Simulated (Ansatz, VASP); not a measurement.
Ta4O in VASP and in Ansatz

File INCAR:

```
SYSTEM = Ta4O
  PREC = Accurate
  ENCUT = 520
  EDIFF = 1E-7
  ISMEAR = 0
  SIGMA = 0.15
  LREAL = .False.
  LASPH = .True.
  NELM = 60
  ALGO = Normal
  ISIF = 2
  LWAVE = .False.
  LCHARG = .False.
  GGA = PS
  NBANDS = 33
```

File KPOINTS:

```
regular mesh
0
Gamma
  14 14 8
  0 0 0
```

POSCAR

```
Ta4O
1.0
    3.2109380109      0.0000000000      0.0000000000
    0.0000000000      3.2109380109      0.0000000000
    0.0000000000      0.0000000000      7.5255329611
Ta O
4 1
Direct
    0.0000000000      0.0000000000      0.5000000000
    0.5000000000      0.5000000000      0.7827832025
    0.5000000000      0.5000000000      0.2172167975
    0.0000000000      0.0000000000      0.0000000000
    0.5000000000      0.5000000000      0.5000000000
```

Input for Ansatz:

```yaml
crystal:
  lattice:
    - [3.2109380109, 0.0, 0.0]
    - [0.0, 3.2109380109, 0.0]
    - [0.0, 0.0, 7.5255329611]
  atoms:
    - { symbol: Ta, position: [0.0, 0.0, 0.5] }
    - { symbol: Ta, position: [0.5, 0.5, 0.7827832025] }
    - { symbol: Ta, position: [0.5, 0.5, 0.2172167975] }
    - { symbol: Ta, position: [0.0, 0.0, 0.0] }
    - { symbol: O, position: [0.5, 0.5, 0.5] }
basis:
  ecutwfc: 420
kpoints:
  mp_grid: { grid: [14, 14, 8] }
hamiltonian:
  xc: pbesol
scf:
  occupations: { method: gaussian, width: 0.15 }
output:
  forces: true
  stress: true
  eigenvalues: true
```

Change from the starting cell: strain +0.0250 x Voigt [0, 0, 1, 0, 0, 0], atoms carried along.

Alike in both runs: task single point; functional PBEsol; k mesh 14 × 14 × 8; occupations gaussian, width 0.15 eV; no spin polarisation.

|  | VASP | Ansatz |
| --- | --- | --- |
| version | VASP 6.6.1 | Ansatz 0.2.0 |
| potentials or method | VASP PAW PBE potentials, release 64 (Ta_pv, O), cutoff 520 eV | scalar-relativistic, plane waves, PAW |
| valence electrons in the cell | 50 | 58 |

```tsv
	VASP	Ansatz	Ansatz less VASP
gap on the k mesh at the Fermi level (eV)	none	none	-
pressure (GPa)	-5.6	-5.9	-0.30
traceless stress, the component that is largest in VASP (GPa)	-3.64	-3.74	-0.101
rms of the force components (eV/Å)	0.082	0.093	+0.0111
```

VASP's potentials were made for PBE, not for PBEsol. Atom by atom the forces differ by 0.011 eV/Å (rms over components). A gap of «none» marks a metal or a gap that the smearing closes. VASP's potentials hold 50 valence electrons a cell and Ansatz's 58, so a difference there can come from the potentials and not from the codes.

Neither program's run includes spin-orbit coupling.
